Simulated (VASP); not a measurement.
# FH in VASP: a series of runs

Runs on FH. Level: PBE. Tasks: single point, relaxation of the atoms.

Everything below comes from runs of VASP 6.6.1. Logs are shortened: lines on timing, memory, paths and dates and some standing lists are left out, and cuts for length are marked.

## 1. The cell of the first run

The cell holds a molecule in a box, 2 atoms: a = 11.000 Å, b = 11.500 Å, c = 12.000 Å, α = 90.00°, β = 90.00°, γ = 90.00°.

## 2. Single point, PBE

INCAR

```
SYSTEM = HF
  ALGO = Normal
  EDIFF = 1E-6
  ENCUT = 520
  GGA = PE
  ISIF = 2
  ISMEAR = 0
  LASPH = .True.
  LCHARG = .False.
  LREAL = .False.
  LWAVE = .False.
  NBANDS = 11
  NELM = 80
  PREC = Accurate
  SIGMA = 0.01
```

KPOINTS

```
k-points
0
Gamma
  1 1 1
  0 0 0
```

POSCAR

```
HF
1.0
   11.0000000000      0.0000000000      0.0000000000
    0.0000000000     11.5000000000      0.0000000000
    0.0000000000      0.0000000000     12.0000000000
F H
1 1
Direct
    0.5000000000      0.5000000000      0.5388333638
    0.5000000000      0.5000000000      0.4611666362
```

Potentials or basis: VASP PAW PBE potentials, release 64 (F, H).

Started as:

```
> cat potpaw_PBE.64/F/POTCAR potpaw_PBE.64/H/POTCAR > POTCAR
> mpirun -np 1 vasp_gam > vasp.out
```

OUTCAR:

```text
SYSTEM = HF
   EDIFF = 1E-6
   ENCUT = 520
   GGA = PE
   ISIF = 2
   ISMEAR = 0
   LASPH = .True.
   LREAL = .False.
   NELM = 80
   PREC = Accurate

 ion  position               nearest neighbor table
   1  0.500  0.500  0.539-   2 0.93
   2  0.500  0.500  0.461-   1 0.93

  LATTYP: Found a simple orthorhombic cell.
 ALAT       =    11.0000000000
 B/A-ratio  =     1.0454545455
 C/A-ratio  =     1.0909090909

  Lattice vectors:

 A1 = (  11.0000000000,   0.0000000000,   0.0000000000)
 A2 = (   0.0000000000,  11.5000000000,   0.0000000000)
 A3 = (   0.0000000000,   0.0000000000,  12.0000000000)

Analysis of symmetry for initial positions (statically):
=====================================================================
 Subroutine PRICEL returns:
 Original cell was already a primitive cell.

 Routine SETGRP: Setting up the symmetry group for a
 simple orthorhombic supercell.

 Subroutine GETGRP returns: Found  4 space group operations
 (whereof  4 operations were pure point group operations)
 out of a pool of  8 trial point group operations.

The static configuration has the point symmetry C_2v.

Analysis of symmetry for dynamics (positions and initial velocities):
=====================================================================
 Subroutine PRICEL returns:
 Original cell was already a primitive cell.

 Routine SETGRP: Setting up the symmetry group for a
 simple orthorhombic supercell.

 Subroutine GETGRP returns: Found  4 space group operations
 (whereof  4 operations were pure point group operations)
 out of a pool of  8 trial point group operations.

The dynamic configuration has the point symmetry C_2v.

 Subroutine INISYM returns: Found  4 space group operations
 (whereof  4 operations are pure point group operations),
 and found     1 'primitive' translations

----------------------------------------------------------------------------------------

                                     Primitive cell

  volume of cell :    1518.0000

  direct lattice vectors                    reciprocal lattice vectors
    11.000000000  0.000000000  0.000000000     0.090909091  0.000000000  0.000000000
     0.000000000 11.500000000  0.000000000     0.000000000  0.086956522  0.000000000
     0.000000000  0.000000000 12.000000000     0.000000000  0.000000000  0.083333333

  length of vectors
    11.000000000 11.500000000 12.000000000     0.090909091  0.086956522  0.083333333

  position of ions in fractional coordinates (direct lattice)
     0.500000000  0.500000000  0.538833364
     0.500000000  0.500000000  0.461166636

  ion indices of the primitive-cell ions
   primitive index   ion index
                 1           1
                 2           2

----------------------------------------------------------------------------------------

 KPOINTS: k-points

Automatic generation of k-mesh.
 Grid dimensions read from file:
 generate k-points for:    1    1    1

 Generating k-lattice:

  Cartesian coordinates                     Fractional coordinates (reciprocal lattice)
     0.090909091  0.000000000  0.000000000     1.000000000  0.000000000  0.000000000
     0.000000000  0.086956522  0.000000000     0.000000000  1.000000000  0.000000000
     0.000000000  0.000000000  0.083333333     0.000000000  0.000000000  1.000000000

  Length of vectors
     0.090909091  0.086956522  0.083333333

  Shift w.r.t. Gamma in fractional coordinates (k-lattice)
     0.000000000  0.000000000  0.000000000

 Subroutine IBZKPT returns following result:
 ===========================================

 Found      1 irreducible k-points:

 Following reciprocal coordinates:
            Coordinates               Weight
  0.000000  0.000000  0.000000      1.000000
   k-points           NKPTS =      1   k-points in BZ     NKDIM =      1   number of bands    NBANDS=     11
   number of dos      NEDOS =    301   number of ions     NIONS =      2
   total plane-waves  NPLWV = 680400
   dimension x,y,z NGX =    84 NGY =   90 NGZ =   90
   dimension x,y,z NGXF=   168 NGYF=  180 NGZF=  180
   ions per type =               1   1
   NGX,Y,Z   is equivalent  to a cutoff of  12.70, 13.01, 12.47 a.u.
   NGXF,Y,Z  is equivalent  to a cutoff of  25.39, 26.02, 24.94 a.u.
 SYSTEM =  HF
   PREC   = accura    normal or accurate (medium, high low for compatibility)
   ISTART =      0    job   : 0-new  1-cont  2-samecut
   ICHARG =      2    charge: 1-file 2-atom 10-const
   ISPIN  =      1    spin polarized calculation?
   LNONCOLLINEAR =      F non collinear calculations
   LSORBIT =      F    spin-orbit coupling
   LASPH  =      T    aspherical Exc in radial PAW
   ENCUT  =  520.0 eV  38.22 Ry    6.18 a.u.  20.45 21.38 22.31*2*pi/ulx,y,z
   NELM   =     80;   NELMIN=  2; NELMDL= -5     # of ELM steps
   EDIFF  = 0.1E-05   stopping-criterion for ELM
   LREAL  =      F    real-space projection
   EDIFFG = 0.1E-04   stopping-criterion for IOM
   NSW    =      0    number of steps for IOM
   IBRION =     -1    ionic relax: 0-MD 1-quasi-New 2-CG
   NFREE  =      0    steps in history (QN), initial steepest desc. (CG)
   ISIF   =      2    stress and relaxation
   ISYM   =      2    0-nonsym 1-usesym 2-fastsym
   POTIM  = 0.5000    time-step for ionic-motion
   TEBEG  =    0.0;   TEEND  =   0.0 temperature during run
   PSTRESS=    0.0 pullay stress
   NELECT =       8.0000    total number of electrons
   NUPDOWN=      -1.0000    fix difference up-down
   EMIN   =  10.00;   EMAX   =-10.00  energy-range for DOS
   EFERMI =   0.00;   METHOD = LEGACY
   ISMEAR =     0;   SIGMA  =   0.01  broadening in eV -4-tet -1-fermi 0-gaus
   EFERMI_NEDOS =   21; number of points for ismear=-14 and -15
   IALGO  =     38    algorithm
   IMIX   =      4    mixing-type and parameters
     AMIX     =   0.40;   BMIX     =  1.00
     AMIX_MAG =   1.60;   BMIX_MAG =  1.00
  volume/ion in A,a.u.               =     759.00      5121.98
  Fermi-wavevector in a.u.,A,eV,Ry     =   0.284892  0.538369  1.104299  0.081164
  Thomas-Fermi vector in A             =   1.138136
   LORBIT       =      0    0 simple, 1 ext, 2 COOP (PROOUT), +10 PAW based schemes
   GGA     = PE    functional components
   LHFCALC =     F    Hartree Fock is set to
   AEXX    =    0.0000 exact exchange contribution
   IVDW    =     0    specifies the selected vdW correction
   LEPSILON=     F    determine dielectric tensor
   LRPA    =     F    only Hartree local field effects (RPA)
 non-spin polarized calculation
 Gauss-broadening in eV      SIGMA  =   0.01
  energy-cutoff  :      520.00
  volume of cell :     1518.00
 maximum number of plane-waves:     20458
 NGX is ok and might be reduce to    84
   NGX = 41   NGY = 43   NGZ = 45

 number of electron       7.9999998 magnetization

 Free energy of the ion-electron system (eV)
  ---------------------------------------------------
  ext. energy  EPLUGINS =         0.00000000
  ---------------------------------------------------
  free energy    TOTEN  =        -7.89222716 eV

  energy without entropy =       -7.89222716  energy(sigma->0) =       -7.89222716

 E-fermi :  -9.4971     XC(G=0):  -0.2994

 val. band max:       -9.5506420042   @ k =   0.0000   0.0000   0.0000
 cond. band min:      -1.0184625947   @ k =   0.0000   0.0000   0.0000
 fundamental gap:      8.5321794095
 Fermi energy:        -9.4971086776

 k-point     1 :       0.0000    0.0000    0.0000
  band No.  band energies     occupation
      1     -30.0205      2.00000
      2     -13.3160      2.00000
      3      -9.5506      2.00000
      4      -9.5506      2.00000
      5      -1.0185      0.00000
      6       0.2285      0.00000
      7       0.8627      0.00000
      8       0.9058      0.00000
      9       0.9938      0.00000
     10       1.0376      0.00000
     11       1.1424      0.00000

------------------------ aborting loop because EDIFF is reached ----------------------------------------

  FORCE on cell =-STRESS in cart. coord.  units (eV):
  Direction    XX          YY          ZZ          XY          YZ          ZX
  --------------------------------------------------------------------------------------
  -------------------------------------------------------------------------------------
  Total       -0.0611245     -0.0618164      0.2352991      0.0000000      0.0000000      0.0000000
  in kB       -0.0645141     -0.0652443      0.2483471      0.0000000      0.0000000      0.0000000
  external PRESSURE =       0.0395296 kB  Pullay stress =       0.0000000 kB

 VOLUME and BASIS-vectors are now :
 -----------------------------------------------------------------------------
  energy-cutoff  :      520.00
  volume of cell :     1518.00
      direct lattice vectors                 reciprocal lattice vectors
    11.000000000  0.000000000  0.000000000     0.090909091  0.000000000  0.000000000
     0.000000000 11.500000000  0.000000000     0.000000000  0.086956522  0.000000000
     0.000000000  0.000000000 12.000000000     0.000000000  0.000000000  0.083333333

 POSITION                                       TOTAL-FORCE (eV/Angst)
 -----------------------------------------------------------------------------------
      5.50000      5.75000      6.46600         0.000000      0.000000      0.326722
      5.50000      5.75000      5.53400         0.000000      0.000000     -0.326722
 -----------------------------------------------------------------------------------
    total drift:                                0.000000     -0.000000     -0.000026

  FREE ENERGIE OF THE ION-ELECTRON SYSTEM (eV)
  ---------------------------------------------------
  free  energy   TOTEN  =        -7.8922271586 eV

  energy  without entropy=       -7.8922271586  energy(sigma->0) =       -7.89222716
```

Run time: 73 s. Hardware: 1 thread of AMD EPYC 7R13 (Zen 3), shared host; peak memory 1.1 GiB.

Results:

| Quantity | Value |
| --- | --- |
| Free energy | -7.8922 eV |
| Largest force | 0.327 eV/Å |
| Gap between the frontier levels | 8.53 eV |

Forces in eV/Å, atoms in the order of the input:
```
F    0.000  0.000  0.327
H    0.000  0.000 -0.327
```

## 3. Relaxation of the atoms, PBE

INCAR

```
  PREC = Accurate
  ENCUT = 520
  EDIFF = 1E-6
  ISMEAR = 0
  SIGMA = 0.01
  LREAL = F
  LASPH = T
  NELM = 60
  ALGO = Normal
  ISIF = 2
  LWAVE = F
  LCHARG = F
  GGA = PE
  IBRION = 2
  NSW = 60
  EDIFFG = -0.01
```

KPOINTS

```
Automatic mesh
0
Gamma
  1 1 1
```

POSCAR

```
HF
1.0
   11.0000000000      0.0000000000      0.0000000000
    0.0000000000     11.5000000000      0.0000000000
    0.0000000000      0.0000000000     12.0000000000
F H
1 1
Direct
    0.5000000000      0.5000000000      0.5389121250
    0.5000000000      0.5000000000      0.4610878750
```

Potentials or basis: VASP PAW PBE potentials, release 64 (F, H).

Started as:

```
> cat potpaw_PBE.64/F/POTCAR potpaw_PBE.64/H/POTCAR > POTCAR
> mpirun -np 1 vasp_gam > vasp.out
```

Wall time 3.1 min (1 thread of AMD EPYC 7R13 (Zen 3), shared host); peak memory 1.3 GiB.

It converged, with:

```yaml
Free_energy: -7.8931 eV
Energy_gained_by_relaxing: 0.2 meV/atom
Ionic_steps: 3
Gap_between_the_frontier_levels: 8.50 eV
```

Step by step:
```tsv
step	energy change (eV)	largest force (eV/Å)	pressure (GPa)
1	0.0000	0.2163	0.00
2	0.0074	0.8989	-0.04
3	-0.0004	0.0003	-0.01
```

Final structure:
```
F H
1.0
    11.00000    0.00000    0.00000
     0.00000   11.50000    0.00000
     0.00000    0.00000   12.00000
F H
1 1
Direct
  0.50000 0.50000 0.53907
  0.50000 0.50000 0.46093
```

Levels at points of the mesh, in eV from the valence-band top:
| k point | band 2 | band 3 | band 4 | band 5 | band 6 | band 7 |
| --- | --- | --- | --- | --- | --- | --- |
| (0.00, 0.00, 0.00) | -3.75 | 0.00 | 0.00 | 8.50 | 9.76 | 10.40 |

## 4. Single point, PBE

INCAR

```
SYSTEM = HF
  ALGO = Normal
  EDIFF = 1E-6
  ENCUT = 910
  GGA = PE
  GGA_COMPAT = .False.
  ISIF = 2
  ISMEAR = 0
  LASPH = .True.
  LCHARG = .False.
  LREAL = .False.
  LWAVE = .False.
  NBANDS = 11
  NELM = 120
  NELMDL = -8
  PREC = Accurate
  SIGMA = 0.01
```

KPOINTS

```
k-points
0
Gamma
  1 1 1
  0 0 0
```

POSCAR

```
HF
1.0
   11.0000000000      0.0000000000      0.0000000000
    0.0000000000     11.5000000000      0.0000000000
    0.0000000000      0.0000000000     12.0000000000
F H
1 1
Direct
    0.5000000000      0.5000000000      0.5388333638
    0.5000000000      0.5000000000      0.4611666362
```

Potentials or basis: VASP PAW PBE potentials, release 64 (F_h, H_h).

Started as:

```
> cat potpaw_PBE.64/F_h/POTCAR potpaw_PBE.64/H_h/POTCAR > POTCAR
> mpirun -np 1 vasp_gam > vasp.out
```

It took 2.2 min on 1 thread of Intel Xeon 6975P-C (Granite Rapids), shared host; peak memory 2.1 GiB.

Results (log left out):

| Property | Result |
| --- | --- |
| Free energy | -7.9650 eV |
| Largest force | 0.013 eV/Å |
| Gap between the frontier levels | 8.56 eV |

Forces in eV/Å, atoms in the order of the input:
```
F    0.000  0.000 -0.013
H    0.000  0.000  0.013
```

Levels at points of the mesh, in eV from the valence-band top:
| k point | band 2 | band 3 | band 4 | band 5 | band 6 | band 7 |
| --- | --- | --- | --- | --- | --- | --- |
| (0.00, 0.00, 0.00) | -3.80 | 0.00 | 0.00 | 8.56 | 9.80 | 10.42 |

Caveat: the cutoff is under 1.25 times the usual one of these potentials, so pressure, stress and relaxed cells hold a basis-set (Pulay) error.

## 5. Overview

| task | potentials or basis | cell | cutoff (eV) | second run | gap on the mesh (eV) | largest force (eV/Å) |
| --- | --- | --- | --- | --- | --- | --- |
| single point | VASP PAW PBE potentials, release 64 (F, H) | as given | 520 | - | 8.53 | 0.33 |
| relaxation of the atoms | VASP PAW PBE potentials, release 64 (F, H) | atoms relaxed | 520 | - | 8.50 | - |
| single point | VASP PAW PBE potentials, release 64 (F_h, H_h) | as given | 910 | hard_potentials | 8.56 | 0.01 |

Alike in all rows: level PBE; no spin polarisation; k mesh 1 × 1 × 1; smearing gaussian 0.01 eV.

Caveats: the cutoff is under 1.25 times the usual one of these potentials, so pressure, stress and relaxed cells hold a basis-set (Pulay) error (some runs).

Total energies depend on the potentials used, so only differences within one code and one set of settings carry meaning.
